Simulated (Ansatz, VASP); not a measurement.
## V: VASP and Ansatz over several settings

```
V
1.0
    -1.51435    1.51435    1.51435
     1.51435   -1.51435    1.51435
     1.51435    1.51435   -1.51435
V
1
Cartesian
  0.0000 0.0000 0.0000
```

Single points on this cell with VASP 6.6.1 and Ansatz 0.2.0. Each row is one pair of runs. Alike in all rows: smearing: fermi-dirac, width 0.05 eV; VASP's potentials, cutoff: VASP PAW PBE potentials, release 64 (V_sv), 520 eV; Ansatz's potentials, cutoff: Ansatz PAW, 420 eV.

| level | spin | k mesh | pressure (GPa), VASP | pressure (GPa), Ansatz | net moment per atom (μB), VASP | net moment per atom (μB), Ansatz |
| --- | --- | --- | --- | --- | --- | --- |
| PBEsol | off | 12 × 12 × 12 | -11.9 | -12.0 | - | - |
| PBEsol | collinear, zero start | 10 × 10 × 10 | -11.2 | -11.4 | 0.00 | 0.00 |
| PBEsol | collinear, typed start | 10 × 10 × 10 | -11.2 | -11.3 | 0.50 | 0.50 |
| PBEsol | collinear, typed start | 12 × 12 × 12 | -11.9 | -12.0 | 0.00 | 0.00 |
| PBEsol+D4 | collinear, typed start | 12 × 12 × 12 | -13.8 | -14.0 | 0.00 | 0.00 |
| revPBE+D3(BJ) | collinear, typed start | 12 × 12 × 12 | -17.1 | -17.3 | 0.00 | 0.00 |
| PBE | collinear, zero start | 10 × 10 × 10 | -4.5 | -4.7 | 0.00 | 0.00 |
| PBE | collinear, typed start | 10 × 10 × 10 | -4.4 | -4.6 | 0.50 | 0.50 |

Pressure (GPa): the two programs differ by at most 0.23; net moment per atom (μB): the two programs differ by at most 0.
